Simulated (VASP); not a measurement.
# Ta (Immm) in VASP: notebook

Ta is run at these levels: PBE; tasks: single point.

All numbers are computed with VASP 6.6.1; they aren't measurements. Logs are shortened: lines on timing, memory, paths and dates and some standing lists are left out, and cuts for length are marked.

## (1) The cell of the first run

Symmetry: Immm, No. 71, orthorhombic system. Conventional cell: a = 3.319 Å, b = 3.502 Å, c = 3.817 Å, α = 90.00°, β = 90.00°, γ = 90.00°. Within 4.0 Å of Ta (site symmetry mmm) lie 14 Ta at 3.08 to 3.82 Å.

## (2) Single point, PBE (normal strain along x +0.0550, normal strain along z +0.1500)

Input file INCAR:

```
PREC     = Accurate       # precision mode
ENCUT    = 520            # plane-wave cutoff, eV
EDIFF    = 1E-6           # SCF threshold, eV
ISMEAR   = 0              # smearing method
SIGMA    = 0.15           # smearing width, eV
LREAL    = False          # projectors in reciprocal space
LASPH    = True           # aspherical terms in the spheres
NELM     = 80             # most SCF steps
ALGO     = Fast           # electronic algorithm
ISIF     = 2              # what is computed and relaxed
LWAVE    = False          # write WAVECAR
LCHARG   = True           # write CHGCAR
GGA      = PE             # functional
LELF     = True           # ELF
LVHAR    = True         
NBANDS   = 12             # bands
```

Input file KPOINTS:

```
Automatic mesh
0
Gamma
  18 18 18
```

Input file POSCAR:

```
Ta
1.0
   -1.7507551652      1.6594835689      1.9084061042
    1.7507551652     -1.6594835689      1.9084061042
    1.7507551652      1.6594835689     -1.9084061042
Ta
1
Direct
    0.0000000000      0.0000000000      0.0000000000
```

Potentials or basis: VASP PAW PBE potentials, release 64 (Ta_pv).

The run is started by

```
$ cat potpaw_PBE.64/Ta_pv/POTCAR > POTCAR
$ mpirun -np 1 vasp_std > vasp.out
```

OUTCAR:

```text
PREC = Accurate
   ENCUT = 520
   EDIFF = 1E-6
   ISMEAR = 0
   LREAL = False
   LASPH = True
   NELM = 80
   ISIF = 2
   GGA = PE

 ion  position               nearest neighbor table
   1  0.000  0.000  0.000-

  LATTYP: Found a body centered orthorhombic cell.
 ALAT       =     3.3189671378
 B/A-ratio  =     1.0550000000
 C/A-ratio  =     1.1500000000

  Lattice vectors:

 A1 = (   1.7507551652,  -1.6594835689,  -1.9084061042)
 A2 = (  -1.7507551652,   1.6594835689,  -1.9084061042)
 A3 = (   1.7507551652,   1.6594835689,   1.9084061042)

Analysis of symmetry for initial positions (statically):
=====================================================================
 Subroutine PRICEL returns:
 Original cell was already a primitive cell.

 Routine SETGRP: Setting up the symmetry group for a
 body centered orthorhombic supercell.

 Subroutine GETGRP returns: Found  8 space group operations
 (whereof  8 operations were pure point group operations)
 out of a pool of  8 trial point group operations.

The static configuration has the point symmetry D_2h.

Analysis of symmetry for dynamics (positions and initial velocities):
=====================================================================
 Subroutine PRICEL returns:
 Original cell was already a primitive cell.

 Routine SETGRP: Setting up the symmetry group for a
 body centered orthorhombic supercell.

 Subroutine GETGRP returns: Found  8 space group operations
 (whereof  8 operations were pure point group operations)
 out of a pool of  8 trial point group operations.

The dynamic configuration has the point symmetry D_2h.

 Subroutine INISYM returns: Found  8 space group operations
 (whereof  8 operations are pure point group operations),
 and found     1 'primitive' translations

----------------------------------------------------------------------------------------

                                     Primitive cell

  volume of cell :      22.1783

  direct lattice vectors                    reciprocal lattice vectors
    -1.750755165  1.659483569  1.908406104     0.000000000  0.301298554  0.261998743
     1.750755165 -1.659483569  1.908406104     0.285591047  0.000000000  0.261998743
     1.750755165  1.659483569 -1.908406104     0.285591047  0.301298554  0.000000000

  length of vectors
     3.075880886  3.075880886  3.075880886     0.399279551  0.387563656  0.415142222

  position of ions in fractional coordinates (direct lattice)
     0.000000000  0.000000000  0.000000000

  ion indices of the primitive-cell ions
   primitive index   ion index
                 1           1

----------------------------------------------------------------------------------------

 KPOINTS: Automatic mesh

Automatic generation of k-mesh.
 Grid dimensions read from file:
 generate k-points for:   18   18   18

 Generating k-lattice:

  Cartesian coordinates                     Fractional coordinates (reciprocal lattice)
     0.000000000  0.016738809  0.014555486     0.055555556  0.000000000 -0.000000000
     0.015866169  0.000000000  0.014555486     0.000000000  0.055555556 -0.000000000
     0.015866169  0.016738809  0.000000000     0.000000000 -0.000000000  0.055555556

  Length of vectors
     0.022182197  0.021531314  0.023063457

  Shift w.r.t. Gamma in fractional coordinates (k-lattice)
     0.000000000  0.000000000  0.000000000

 Subroutine IBZKPT returns following result:
 ===========================================

 Found    865 irreducible k-points:

 Following reciprocal coordinates:
            Coordinates               Weight
  0.000000  0.000000  0.000000      1.000000
  0.055556  0.000000  0.000000      4.000000
  0.111111  0.000000  0.000000      4.000000
  0.166667  0.000000 -0.000000      4.000000
  0.222222 -0.000000  0.000000      4.000000
  0.277778 -0.000000  0.000000      4.000000
[... 16 lines left out ...]
 -0.333333  0.055556 -0.000000      8.000000
 -0.277778  0.055556 -0.000000      8.000000
 [... further k-points ...]
   k-points           NKPTS =    865   k-points in BZ     NKDIM =    865   number of bands    NBANDS=     12
   number of dos      NEDOS =    301   number of ions     NIONS =      1
   total plane-waves  NPLWV =  13824
   dimension x,y,z NGX =    24 NGY =   24 NGZ =   24
   dimension x,y,z NGXF=    48 NGYF=   48 NGZF=   48
   ions per type =               1
   NGX,Y,Z   is equivalent  to a cutoff of  12.97, 12.97, 12.97 a.u.
   NGXF,Y,Z  is equivalent  to a cutoff of  25.94, 25.94, 25.94 a.u.
 SYSTEM =  unknown system
   PREC   = accura    normal or accurate (medium, high low for compatibility)
   ISTART =      0    job   : 0-new  1-cont  2-samecut
   ICHARG =      2    charge: 1-file 2-atom 10-const
   ISPIN  =      1    spin polarized calculation?
   LNONCOLLINEAR =      F non collinear calculations
   LSORBIT =      F    spin-orbit coupling
   LASPH  =      T    aspherical Exc in radial PAW
   ENCUT  =  520.0 eV  38.22 Ry    6.18 a.u.   5.72  5.72  5.72*2*pi/ulx,y,z
   NELM   =     80;   NELMIN=  2; NELMDL= -5     # of ELM steps
   EDIFF  = 0.1E-05   stopping-criterion for ELM
   LREAL  =      F    real-space projection
   EDIFFG = 0.1E-04   stopping-criterion for IOM
   NSW    =      0    number of steps for IOM
   IBRION =     -1    ionic relax: 0-MD 1-quasi-New 2-CG
   NFREE  =      0    steps in history (QN), initial steepest desc. (CG)
   ISIF   =      2    stress and relaxation
   ISYM   =      2    0-nonsym 1-usesym 2-fastsym
   POTIM  = 0.5000    time-step for ionic-motion
   TEBEG  =    0.0;   TEEND  =   0.0 temperature during run
   PSTRESS=    0.0 pullay stress
   NELECT =      11.0000    total number of electrons
   NUPDOWN=      -1.0000    fix difference up-down
   EMIN   =  10.00;   EMAX   =-10.00  energy-range for DOS
   EFERMI =   0.00;   METHOD = LEGACY
   ISMEAR =     0;   SIGMA  =   0.15  broadening in eV -4-tet -1-fermi 0-gaus
   EFERMI_NEDOS =   21; number of points for ismear=-14 and -15
   IALGO  =     68    algorithm
   IMIX   =      4    mixing-type and parameters
     AMIX     =   0.40;   BMIX     =  1.00
     AMIX_MAG =   1.60;   BMIX_MAG =  1.00
  volume/ion in A,a.u.               =      22.18       149.67
  Fermi-wavevector in a.u.,A,eV,Ry     =   1.295874  2.448846 22.848109  1.679289
  Thomas-Fermi vector in A             =   2.427366
   LORBIT       =      0    0 simple, 1 ext, 2 COOP (PROOUT), +10 PAW based schemes
   GGA     = PE    functional components
   LHFCALC =     F    Hartree Fock is set to
   AEXX    =    0.0000 exact exchange contribution
   IVDW    =     0    specifies the selected vdW correction
   LEPSILON=     F    determine dielectric tensor
   LRPA    =     F    only Hartree local field effects (RPA)
 non-spin polarized calculation
 RMM-DIIS sequential band-by-band and
 Gauss-broadening in eV      SIGMA  =   0.15
  energy-cutoff  :      520.00
  volume of cell :       22.18
 maximum number of plane-waves:       611
   NGX = 11   NGY = 11   NGZ = 11

 number of electron      11.0000000 magnetization

 Free energy of the ion-electron system (eV)
  ---------------------------------------------------
  ext. energy  EPLUGINS =         0.00000000
  ---------------------------------------------------
  free energy    TOTEN  =       -11.42331331 eV

  energy without entropy =      -11.40424628  energy(sigma->0) =      -11.41377980

 E-fermi :   3.9986     XC(G=0): -11.5905

 val. band max:        3.9948712172   @ k =  -0.2778   0.3333   0.1667
 cond. band min:       3.9986519437   @ k =  -0.4444  -0.3889   0.2222
 fundamental gap:      0.0037807264
 Fermi energy:         3.9985773340

 k-point     1 :       0.0000    0.0000    0.0000
  band No.  band energies     occupation
      1     -29.9633      2.00000
      2     -29.9581      2.00000
      3     -29.9461      2.00000
      4      -3.1617      2.00000
      5       4.0765      0.46227
      6       4.6749      0.00000
      7       5.3976      0.00000
      8       6.3052      0.00000
      9       7.7716      0.00000
     10      16.9810      0.00000
     11      18.1482      0.00000
     12      19.1436      0.00000

 k-point     2 :       0.0556    0.0000    0.0000
  band No.  band energies     occupation
      1     -29.9757      2.00000
      2     -29.9635      2.00000
      3     -29.9527      2.00000
      4      -3.0531      2.00000
      5       4.1106      0.29096
      6       4.6486      0.00000
      7       5.3927      0.00000
      8       6.2886      0.00000
      9       7.6984      0.00000
     10      17.1903      0.00000
     11      18.3425      0.00000
     12      19.1804      0.00000

 k-point     3 :       0.1111    0.0000    0.0000
  band No.  band energies     occupation
      1     -30.0258      2.00000
      2     -29.9790      2.00000
      3     -29.9571      2.00000
      4      -2.7353      2.00000
      5       4.1542      0.14227
      6       4.5425      0.00000
      7       5.4496      0.00000
      8       6.2780      0.00000
      9       7.5273      0.00000
     10      17.7052      0.00000
     11      18.9060      0.00000
     12      19.1276      0.00000
[... 286 lines left out ...]
 k-point    23 :      -0.3333    0.0556   -0.0000
  band No.  band energies     occupation
      1     -30.3579      2.00000
      2     -30.0774      2.00000
      3     -29.9803      2.00000
      4      -0.4616      2.00000
      5       3.4812      2.00000
      6       3.7320      1.98805
      7       6.4581      0.00000
      8       7.3973      0.00000
      9       7.8084      0.00000
     10      15.6888      0.00000
     11      17.1681      0.00000
     12      17.8922      0.00000

 k-point    24 :      -0.2778    0.0556   -0.0000
  band No.  band energies     occupation
      1     -30.2630      2.00000
      2     -30.0460      2.00000
      3     -29.9773      2.00000
      4      -1.1289      2.00000
      5       3.6872      1.99667
      6       3.8931      1.68017
      7       6.4873      0.00000
      8       6.6057      0.00000
      9       7.4861      0.00000
     10      16.9008      0.00000
     11      17.8828      0.00000
     12      18.4078      0.00000

 [... further k-points ...]

------------------------ aborting loop because EDIFF is reached ----------------------------------------

  FORCE on cell =-STRESS in cart. coord.  units (eV):
  Direction    XX          YY          ZZ          XY          YZ          ZX
  --------------------------------------------------------------------------------------
  -------------------------------------------------------------------------------------
  Total       -3.3242579     -3.2189142     -3.9261501      0.0000000      0.0000000      0.0000000
  in kB     -240.1464304   -232.5363307   -283.6274903      0.0000000      0.0000000      0.0000000
  external PRESSURE =    -252.1034171 kB  Pullay stress =       0.0000000 kB

 VOLUME and BASIS-vectors are now :
 -----------------------------------------------------------------------------
  energy-cutoff  :      520.00
  volume of cell :       22.18
      direct lattice vectors                 reciprocal lattice vectors
    -1.750755165  1.659483569  1.908406104     0.000000000  0.301298554  0.261998743
     1.750755165 -1.659483569  1.908406104     0.285591047  0.000000000  0.261998743
     1.750755165  1.659483569 -1.908406104     0.285591047  0.301298554  0.000000000

 POSITION                                       TOTAL-FORCE (eV/Angst)
 -----------------------------------------------------------------------------------
      0.00000      0.00000      0.00000         0.000000      0.000000     -0.000000
 -----------------------------------------------------------------------------------
    total drift:                               -0.000000      0.000000      0.000000

  FREE ENERGIE OF THE ION-ELECTRON SYSTEM (eV)
  ---------------------------------------------------
  free  energy   TOTEN  =       -11.4233133119 eV

  energy  without entropy=      -11.4042462826  energy(sigma->0) =      -11.41377980
```

It took 62 s on 1 thread of Intel Xeon 6975P-C (Granite Rapids), shared host; peak memory 0.32 GiB.

Results:

```
Free energy            : -11.4233 eV
Pressure               : -25.2 GPa
Band gap on the k mesh : zero (an odd number of electrons rules out a gap without spin polarisation)
```

Levels at points of the mesh, in eV from the Fermi level:
```tsv
k point	band 2	band 3	band 4	band 5	band 6	band 7	band 8	band 9
(0.00, 0.00, 0.00)	-33.96	-33.94	-7.16	0.08	0.68	1.40	2.31	3.77
(0.50, 0.00, 0.00)	-34.13	-33.97	-3.63	-0.97	0.81	2.34	4.35	5.65
(0.00, 0.50, 0.00)	-34.10	-33.95	-3.75	-0.37	0.48	1.96	3.64	5.65
(0.50, 0.50, 0.00)	-34.18	-34.00	-3.51	-1.77	1.27	3.68	4.48	5.93
(0.50, 0.50, 0.50)	-34.34	-34.28	-2.95	-2.68	4.99	5.22	5.24	5.39
```

Caveat: the cell differs from its parent crystal (normal strain along x +0.0550, normal strain along z +0.1500); the cell stands under tension; spin-orbit coupling is left out, which moves the levels of the heavy elements.

## (3) Single point, PBE (normal strain along x +0.1100, normal strain along z +0.1125)

Input file INCAR:

```
SYSTEM = Ta
PREC = Accurate ; ENCUT = 520
EDIFF = 1E-7 ; ISMEAR = 0
SIGMA = 0.15 ; LREAL = .FALSE.
LASPH = .TRUE. ; NELM = 60
ALGO = Fast ; ISIF = 2
LWAVE = .FALSE. ; LCHARG = .FALSE.
GGA = PE ; NBANDS = 12
```

Input file KPOINTS:

```
regular mesh
0
G
  18 18 18
  0 0 0
```

Input file POSCAR:

```
Ta
1.0
   -1.8420267615      1.6594835689      1.8461754704
    1.8420267615     -1.6594835689      1.8461754704
    1.8420267615      1.6594835689     -1.8461754704
Ta
1
Direct
    0.0000000000      0.0000000000      0.0000000000
```

Potentials or basis: VASP PAW PBE potentials, release 64 (Ta_pv).

The run is started by

```
$ cat potpaw_PBE.64/Ta_pv/POTCAR > POTCAR
$ mpirun -np 1 vasp_std > vasp.out
```

Run time: 73 s. Hardware: 1 thread of Intel Xeon 6975P-C (Granite Rapids), shared host; peak memory 0.32 GiB.

Results (log left out):

- Free energy: -11.3707 eV
- Pressure: -26.8 GPa
- Band gap on the k mesh: zero (an odd number of electrons rules out a gap without spin polarisation)

Stress tensor (GPa, compression positive):
```
-27.40   0.00   0.00
  0.00 -25.36   0.00
  0.00   0.00 -27.53
```

Levels at points of the mesh, in eV from the Fermi level:
| k point | band 2 | band 3 | band 4 | band 5 | band 6 | band 7 | band 8 | band 9 |
| --- | --- | --- | --- | --- | --- | --- | --- | --- |
| (0.00, 0.00, 0.00) | -34.00 | -33.99 | -7.07 | -0.01 | 1.05 | 1.07 | 2.35 | 3.75 |
| (0.50, 0.00, 0.00) | -34.19 | -34.02 | -3.48 | -1.37 | 1.02 | 2.93 | 4.40 | 5.69 |
| (0.00, 0.50, 0.00) | -34.13 | -33.98 | -3.69 | -0.27 | 0.42 | 2.05 | 3.30 | 5.59 |
| (0.50, 0.50, 0.00) | -34.19 | -34.02 | -3.47 | -1.39 | 1.04 | 2.96 | 4.41 | 5.69 |
| (0.50, 0.50, 0.50) | -34.41 | -34.30 | -2.80 | -2.65 | 5.00 | 5.01 | 5.31 | 5.98 |

Caveat: the cell differs from its parent crystal (normal strain along x +0.1100, normal strain along z +0.1125); the cell stands under tension; spin-orbit coupling is left out, which moves the levels of the heavy elements.

## (4) Single point, PBE (normal strain along x +0.1100, normal strain along z +0.1500)

Input file INCAR:

```
PREC = Accurate ; ENCUT = 520
EDIFF = 1E-7 ; ISMEAR = 0
SIGMA = 0.15 ; LREAL = F
LASPH = T ; NELM = 80
ALGO = Fast ; ISIF = 2
LWAVE = F ; LCHARG = T
GGA = PE ; LELF = T
LVHAR = T ; NBANDS = 12
```

Input file KPOINTS:

```
Automatic mesh
0
Gamma
  18 18 18
```

Input file POSCAR:

```
Ta
1.0
   -1.8420267615      1.6594835689      1.9084061042
    1.8420267615     -1.6594835689      1.9084061042
    1.8420267615      1.6594835689     -1.9084061042
Ta
1
Direct
    0.0000000000      0.0000000000      0.0000000000
```

The run is started by

```
$ cat potpaw_PBE.64/Ta_pv/POTCAR > POTCAR
$ mpirun -np 1 vasp_std > vasp.out
```

It took 78 s on 1 thread of Intel Xeon 6975P-C (Granite Rapids), shared host; peak memory 0.33 GiB.

The run converged. Its results:

* Free energy: -11.2336 eV
* Pressure: -28.9 GPa
* Band gap on the k mesh: zero (an odd number of electrons rules out a gap without spin polarisation)

Stress tensor (GPa, compression positive):
```
-28.41   0.00   0.00
  0.00 -28.11   0.00
  0.00   0.00 -30.21
```

Levels at points of the mesh, in eV from the Fermi level:
| k point | band 3 | band 4 | band 5 | band 6 | band 7 | band 8 |
| --- | --- | --- | --- | --- | --- | --- |
| (0.00, 0.00, 0.00) | -34.12 | -6.95 | -0.10 | 0.96 | 1.22 | 2.09 |
| (0.50, 0.00, 0.00) | -34.16 | -3.39 | -1.20 | 0.89 | 2.53 | 4.31 |
| (0.00, 0.50, 0.00) | -34.12 | -3.63 | -0.13 | 0.30 | 1.78 | 3.13 |
| (0.50, 0.50, 0.00) | -34.17 | -3.34 | -1.51 | 1.07 | 3.03 | 4.35 |
| (0.50, 0.50, 0.50) | -34.39 | -2.70 | -2.53 | 4.72 | 4.81 | 5.09 |

Caveat: the cell differs from its parent crystal (normal strain along x +0.1100, normal strain along z +0.1500); the cell stands under tension; spin-orbit coupling is left out, which moves the levels of the heavy elements.

## (5) Overview

| cell | further INCAR settings | gap on the mesh (eV) | pressure (GPa) |
| --- | --- | --- | --- |
| a = 3.076 Å, angles 110.6, 114.7, 103.3°, 1 atom | ALGO = Fast; EDIFF = 1e-06; NBANDS = 12 | none | -25.2 |
| a = 3.091 Å, angles 106.8, 115.1, 106.7°, 1 atom | ALGO = Fast; EDIFF = 1e-07; NBANDS = 12 | none | -26.8 |
| a = 3.129 Å, angles 107.9, 115.9, 104.8°, 1 atom | ALGO = Fast; EDIFF = 1e-07; NBANDS = 12 | none | -28.9 |

Alike in all rows: task single point; level PBE; potentials or basis VASP PAW PBE potentials, release 64 (Ta_pv); no spin polarisation; k mesh 18 × 18 × 18; cutoff (eV) 520; smearing gaussian 0.15 eV.

Caveats: the cell stands under tension; spin-orbit coupling is left out, which moves the levels of the heavy elements.

Total energies depend on the potentials used, so only differences within one code and one set of settings carry meaning.
